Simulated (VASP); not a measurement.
ZrSi2: single point with PBE

Crystal: ZrSi2.

```
CELL_PARAMETERS angstrom
-1.61895 1.61895 4.53831
1.61895 -1.61895 4.53831
1.61895 1.61895 -4.53831
ATOMIC_POSITIONS crystal
Zr 0.00000 0.00000 0.00000
Si 0.31032 0.31032 0.00000
Si 0.68968 0.68968 0.00000
```

```yaml
Program: VASP 6.6.1
Task: single point
Functional: PBE
Potentials_or_basis: VASP PAW PBE potentials, release 64 (Zr_sv, Si)
Cutoff: 520 eV
k_mesh: 14 × 14 × 14
Occupations: gaussian, width 0.05 eV
Spin: no spin polarisation
```

* Pressure: 5.7 GPa
* Band gap on the k mesh: zero (bands 10 and 11 overlap by 1.61 eV)

Levels at points of the mesh, in eV from the Fermi level:
```tsv
k point	band 7	band 8	band 9	band 10	band 11	band 12	band 13	band 14
(0.00, 0.00, 0.00)	-4.28	-1.22	-1.22	-0.99	2.83	3.12	3.88	4.78
(0.50, 0.00, 0.00)	-3.78	-3.12	-1.02	0.30	2.06	2.94	4.09	4.11
(0.50, 0.50, 0.00)	-5.41	-5.10	-3.35	-1.77	0.70	1.32	3.37	3.77
(0.50, 0.50, 0.50)	-1.42	-1.22	-0.10	-0.10	1.65	1.65	2.23	4.00
```

Wall time 3.3 min on 1 thread of AMD EPYC 9R45 96-Core Processor (Zen 5), on a shared host, peak memory 0.34 GiB.

Caveat: the cell stands under pressure.
